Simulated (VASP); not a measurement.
# Al3Os in VASP: notebook, part 2 of 2

VASP 6.6.1. The steps go on from the part before.

### 5 Single point, PBE

This run uses another cell than the first one, of 14.52 Å³/atom, 1.002 times its volume.

File INCAR:

```
SYSTEM = Al3Os
PREC = Accurate
ENCUT = 520
EDIFF = 1E-6
ISMEAR = 0
SIGMA = 0.1
LREAL = .FALSE.
LASPH = .TRUE.
NELM = 100
ALGO = Normal
ISIF = 2
LWAVE = .FALSE.
LCHARG = .FALSE.
GGA = PE
NBANDS = 16
```

File KPOINTS:

```
regular mesh
0
G
  12 12 12
  0 0 0
```

File POSCAR:

```
Al3Os
1.0
    3.8726000552      0.0000000000      0.0000000000
    0.0000000000      3.8726000552      0.0000000000
    0.0000000000      0.0000000000      3.8726000552
Al Os
3 1
Direct
    0.0000000000      0.5000000000      0.5000000000
    0.5000000000      0.0000000000      0.5000000000
    0.5000000000      0.5000000000      0.0000000000
    0.0000000000      0.0000000000      0.0000000000
```

The run is started by

```
cat potpaw_PBE.64/Al/POTCAR potpaw_PBE.64/Os/POTCAR > POTCAR
mpirun -np 1 vasp_std > vasp.out
```

Run time: 98 s. Hardware: 1 thread of Intel Xeon 8259CL, shared host; peak memory 0.22 GiB.

It converged, with:

```yaml
Free_energy: -23.3401 eV
Pressure: 0.0 GPa
```

Levels at points of the mesh, in eV from the Fermi level:
| k point | band 5 | band 6 | band 7 | band 8 | band 9 | band 10 | band 11 | band 12 | band 13 | band 14 |
| --- | --- | --- | --- | --- | --- | --- | --- | --- | --- | --- |
| (0.00, 0.00, 0.00) | -2.16 | -2.16 | -1.81 | -1.81 | -1.81 | -0.18 | 4.67 | 4.67 | 6.13 | 6.13 |
| (0.50, 0.00, 0.00) | -3.61 | -1.59 | -0.89 | 0.84 | 0.84 | 1.07 | 1.83 | 3.06 | 3.06 | 4.78 |
| (0.50, 0.50, 0.00) | -2.96 | -2.96 | -1.05 | -0.66 | -0.58 | 1.19 | 3.90 | 3.90 | 5.11 | 5.86 |
| (0.50, 0.50, 0.50) | -3.55 | -3.55 | -3.55 | -1.83 | -0.60 | -0.60 | 2.33 | 2.33 | 2.33 | 12.16 |

Caveat: spin-orbit coupling is left out, which moves the levels of the heavy elements.

### 6 Relaxation of cell and atoms, PBE

File INCAR:

```
  PREC = Accurate
  ENCUT = 600
  EDIFF = 1E-6
  ISMEAR = 0
  SIGMA = 0.1
  LREAL = False
  LASPH = True
  NELM = 60
  ALGO = Normal
  ISIF = 3
  LWAVE = False
  LCHARG = False
  GGA = PE
  IBRION = 2
  NSW = 100
  EDIFFG = -0.01
```

File KPOINTS:

```
Automatic mesh
0
Gamma
  12 12 12
```

File POSCAR:

```
Al3Os
1.0
    3.8699803316      0.0000000000      0.0000000000
    0.0000000000      3.8699803316      0.0000000000
    0.0000000000      0.0000000000      3.8699803316
Al Os
3 1
Direct
    0.0000000000      0.5000000000      0.5000000000
    0.5000000000      0.0000000000      0.5000000000
    0.5000000000      0.5000000000      0.0000000000
    0.0000000000      0.0000000000      0.0000000000
```

Potentials or basis: VASP PAW PBE potentials, release 64 (Al, Os).

The run is started by

```
cat potpaw_PBE.64/Al/POTCAR potpaw_PBE.64/Os/POTCAR > POTCAR
mpirun -np 1 vasp_std > vasp.out
```

OUTCAR:

```text
PREC = Accurate
   ENCUT = 600
   EDIFF = 1E-6
   ISMEAR = 0
   LREAL = False
   LASPH = True
   NELM = 60
   ISIF = 3
   GGA = PE
   IBRION = 2
   NSW = 100
   EDIFFG = -0.01

 ion  position               nearest neighbor table
   1  0.000  0.500  0.500-   2 2.74   3 2.74   4 2.74   3 2.74   4 2.74   2 2.74   4 2.74   4 2.74
                             2 2.74   3 2.74   3 2.74   2 2.74
   2  0.500  0.000  0.500-   1 2.74   3 2.74   4 2.74   3 2.74   4 2.74   1 2.74   3 2.74   3 2.74
                             1 2.74   4 2.74   4 2.74   1 2.74
   3  0.500  0.500  0.000-   1 2.74   2 2.74   4 2.74   1 2.74   2 2.74   2 2.74   4 2.74   2 2.74
                             1 2.74   4 2.74   1 2.74   4 2.74
   4  0.000  0.000  0.000-   1 2.74   2 2.74   3 2.74   1 2.74   2 2.74   1 2.74   3 2.74   1 2.74
                             2 2.74   3 2.74   2 2.74   3 2.74

  LATTYP: Found a simple cubic cell.
 ALAT       =     3.8699803316

  Lattice vectors:

 A1 = (   3.8699803316,   0.0000000000,   0.0000000000)
 A2 = (   0.0000000000,   3.8699803316,   0.0000000000)
 A3 = (   0.0000000000,   0.0000000000,   3.8699803316)

Analysis of symmetry for initial positions (statically):
=====================================================================
 Subroutine PRICEL returns:
 Original cell was already a primitive cell.

 Routine SETGRP: Setting up the symmetry group for a
 simple cubic supercell.

 Subroutine GETGRP returns: Found 48 space group operations
 (whereof 48 operations were pure point group operations)
 out of a pool of 48 trial point group operations.

The static configuration has the point symmetry O_h .

Analysis of symmetry for dynamics (positions and initial velocities):
=====================================================================
 Subroutine PRICEL returns:
 Original cell was already a primitive cell.

[... 142 lines left out ...]
 conjugate gradient relaxation of ions
 non-spin polarized calculation
 Gauss-broadening in eV      SIGMA  =   0.10
  energy-cutoff  :      600.00
  volume of cell :       57.96
 maximum number of plane-waves:      1956
 NGX is ok and might be reduce to    32
   NGX = 15   NGY = 15   NGZ = 15

--------------------------------------- Ionic step        1  -------------------------------------------

 number of electron      16.9999998 magnetization

 Free energy of the ion-electron system (eV)
  ---------------------------------------------------
  ext. energy  EPLUGINS =         0.00000000
  ---------------------------------------------------
  free energy    TOTEN  =       -23.34056111 eV

  energy without entropy =      -23.33131847  energy(sigma->0) =      -23.33593979

------------------------ aborting loop because EDIFF is reached ----------------------------------------

  FORCE on cell =-STRESS in cart. coord.  units (eV):
  Direction    XX          YY          ZZ          XY          YZ          ZX
  --------------------------------------------------------------------------------------
  -------------------------------------------------------------------------------------
  Total        0.1312092      0.1312092      0.1312092      0.0000000      0.0000000     -0.0000000
  in kB        3.6270075      3.6270075      3.6270075      0.0000000      0.0000000     -0.0000000
  external PRESSURE =       3.6270075 kB  Pullay stress =       0.0000000 kB
[... 63 lines left out ...]
--------------------------------------- Ionic step        3  -------------------------------------------

 number of electron      16.9999998 magnetization

 Free energy of the ion-electron system (eV)
  ---------------------------------------------------
  ext. energy  EPLUGINS =         0.00000000
  ---------------------------------------------------
  free energy    TOTEN  =       -23.34071698 eV

  energy without entropy =      -23.33147669  energy(sigma->0) =      -23.33609683

 E-fermi :   9.0206     XC(G=0): -11.4464

 val. band max:        9.0121377647   @ k =   0.5000   0.3333   0.3333
 cond. band min:       9.0248145144   @ k =   0.2500   0.2500   0.1667
 fundamental gap:      0.0126767498
 Fermi energy:         9.0206346515

 k-point     1 :       0.0000    0.0000    0.0000
  band No.  band energies     occupation
      1      -2.5221      2.00000
      2       4.5776      2.00000
      3       4.5776      2.00000
      4       6.8569      2.00000
      5       6.8569      2.00000
      6       6.8569      2.00000
      7       7.2107      2.00000
      8       7.2107      2.00000
      9       7.2107      2.00000
     10       8.8384      1.99003
     11      13.6858      0.00000
     12      13.6858      0.00000
[... 331 lines left out ...]
 k-point    24 :       0.4167    0.3333    0.0000
  band No.  band energies     occupation
      1       0.2920      2.00000
      2       1.8664      2.00000
      3       3.3133      2.00000
      4       4.5798      2.00000
      5       5.8955      2.00000
      6       6.2794      2.00000
      7       7.7739      2.00000
      8       8.2529      2.00000
      9       8.9439      1.72204
     10      10.7221      0.00000
     11      12.2958      0.00000
     12      12.4735      0.00000

 [... further k-points ...]
[... 5 lines left out ...]
  --------------------------------------------------------------------------------------
  -------------------------------------------------------------------------------------
  Total        0.0006114      0.0006114      0.0006114      0.0000000      0.0000000     -0.0000000
  in kB        0.0168607      0.0168607      0.0168607      0.0000000      0.0000000     -0.0000000
  external PRESSURE =       0.0168607 kB  Pullay stress =       0.0000000 kB
[... 19 lines left out ...]
  FREE ENERGIE OF THE ION-ELECTRON SYSTEM (eV)
  ---------------------------------------------------
  free  energy   TOTEN  =       -23.3407169759 eV

  energy  without entropy=      -23.3314766878  energy(sigma->0) =      -23.33609683

 reached required accuracy - stopping structural energy minimisation
```

CONTCAR:

```text
Al3Os
   1.00000000000000
     3.8729981629613857    0.0000000000000000   -0.0000000000000000
     0.0000000000000000    3.8729981629613857    0.0000000000000000
    -0.0000000000000000    0.0000000000000000    3.8729981629613857
  Al              Os
     3     1
Direct
     0.0000000000000000    0.5000000000000000    0.5000000000000000
     0.5000000000000000    0.0000000000000000    0.5000000000000000
     0.5000000000000000    0.5000000000000000    0.0000000000000000
     0.0000000000000000    0.0000000000000000    0.0000000000000000

  0.00000000E+00  0.00000000E+00  0.00000000E+00
  0.00000000E+00  0.00000000E+00  0.00000000E+00
  0.00000000E+00  0.00000000E+00  0.00000000E+00
  0.00000000E+00  0.00000000E+00  0.00000000E+00
```

Wall time 2.2 min (1 thread of Intel Xeon 8259CL, shared host); peak memory 0.24 GiB.

Results:

```
Free energy                            : -23.3407 eV
Relaxed volume                         : 14.52 Å³/atom
Relaxed cell                           : a = 3.873 Å, b = 3.873 Å, c = 3.873 Å, α = 90.00°, β = 90.00°, γ = 90.00°
Space group after relaxing (to 0.05 Å) : Pm-3m (No. 221)
Energy gained by relaxing              : 0.0 meV/atom
Ionic steps                            : 3
Pressure after relaxing                : 0.0 GPa
```

Step by step:
```csv
step,energy change (eV),largest force (eV/Å),pressure (GPa),volume (Å³)
1,0.0000,0.0000,0.36,57.96
2,0.0000,0.0000,-0.39,58.24
3,-0.0002,0.0000,0.00,58.10
```

Final structure:
```cif
data_structure
_symmetry_space_group_name_H-M 'P 1'
_symmetry_Int_Tables_number 1
_cell_length_a 3.8730
_cell_length_b 3.8730
_cell_length_c 3.8730
_cell_angle_alpha 90.000
_cell_angle_beta 90.000
_cell_angle_gamma 90.000
_cell_volume 58.10
loop_
_atom_site_label
_atom_site_type_symbol
_atom_site_fract_x
_atom_site_fract_y
_atom_site_fract_z
_atom_site_occupancy
Al1 Al 0.00000 0.50000 0.50000 1
Al2 Al 0.50000 0.00000 0.50000 1
Al3 Al 0.50000 0.50000 0.00000 1
Os1 Os 0.00000 0.00000 0.00000 1
```

Caveat: spin-orbit coupling is left out, which moves the levels of the heavy elements.

### 7 Summary

| task | cell | k mesh | cutoff (eV) | gap on the mesh (eV) | pressure (GPa) | relaxed volume (Å³/atom) |
| --- | --- | --- | --- | --- | --- | --- |
| single point | a = 3.870 Å, 4 atoms | 4 × 4 × 4 | 520 | none | 0.0 | - |
| single point | a = 3.836, b = 3.836, c = 3.796 Å, 4 atoms | 6 × 6 × 6 | 520 | none | 6.8 | - |
| relaxation of cell and atoms | relaxed from a = 3.836, b = 3.836, c = 3.796 Å, 4 atoms | 4 × 4 × 4 | 600 | none | 0.1 | 14.48 |
| single point | a = 3.873 Å, 4 atoms | 12 × 12 × 12 | 520 | none | 0.0 | - |
| relaxation of cell and atoms | relaxed from a = 3.870 Å, 4 atoms | 12 × 12 × 12 | 600 | none | 0.0 | 14.52 |

Alike in all rows: level PBE; potentials or basis VASP PAW PBE potentials, release 64 (Al, Os); no spin polarisation; smearing gaussian 0.1 eV.

Caveats: some runs use coarse meshes; spin-orbit coupling is left out, which moves the levels of the heavy elements.

Absolute energies hang on the potentials; compare differences alone.
